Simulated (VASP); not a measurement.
## Al: relaxation of cell and atoms with r2SCAN+rVV10

The system is Al.

```
Al
1.0
     0.00000    1.98678    1.98678
     1.98678    0.00000    1.98678
     1.98678    1.98678    0.00000
Al
1
Direct
  0.00000 0.00000 0.00000
```

```json
{
 "Program": "VASP 6.6.1",
 "Task": "relaxation of cell and atoms",
 "Functional": "r2SCAN",
 "Dispersion": "rVV10",
 "Potentials or basis": "VASP PAW PBE potentials, release 64 (Al)",
 "Cutoff": "600 eV",
 "k mesh": "10 × 10 × 10",
 "Occupations": "fermi-dirac, width 0.02 eV",
 "Spin": "no spin polarisation",
 "Dipole correction": "no",
 "Further INCAR settings": "ALGO = Normal; EDIFF = 1e-06; IBRION = 2; EDIFFG = -0.005; NSW = 80; ISIF = 3"
}
```

```yaml
Relaxed_volume: 15.72 Å³/atom
Relaxed_cell: a = 2.812 Å, b = 2.812 Å, c = 2.812 Å, α = 60.00°, β = 60.00°, γ = 60.00°
Space_group_after_relaxing_to_0.05_Å: Fm-3m (No. 225)
Energy_gained_by_relaxing: 0.0 meV/atom
Ionic_steps: 4
Pressure_after_relaxing: 0.0 GPa
```

Final structure:
```yaml
crystal:
  lattice:
    - [0.00000, 1.98824, 1.98824]
    - [1.98824, 0.00000, 1.98824]
    - [1.98824, 1.98824, 0.00000]
  atoms:
    - { symbol: Al, position: [0.00000, 0.00000, 0.00000] }
```

Levels at points of the mesh, in eV from the Fermi level:
```
           k point  band 1  band 2  band 3  band 4  band 5
(0.00, 0.00, 0.00)  -12.22   13.57   13.57   13.57   15.87
(0.50, 0.00, 0.00)   -5.23   -4.63   12.29   12.29   12.84
(0.50, 0.50, 0.00)   -3.31   -1.71    5.44    6.22    6.22
```

It took 100 s on 1 thread of Intel Xeon 8259CL, with other jobs on the host, peak memory 0.21 GiB.

Caveat: the PAW data sets were made with another functional, which shifts forces and pressure a little.
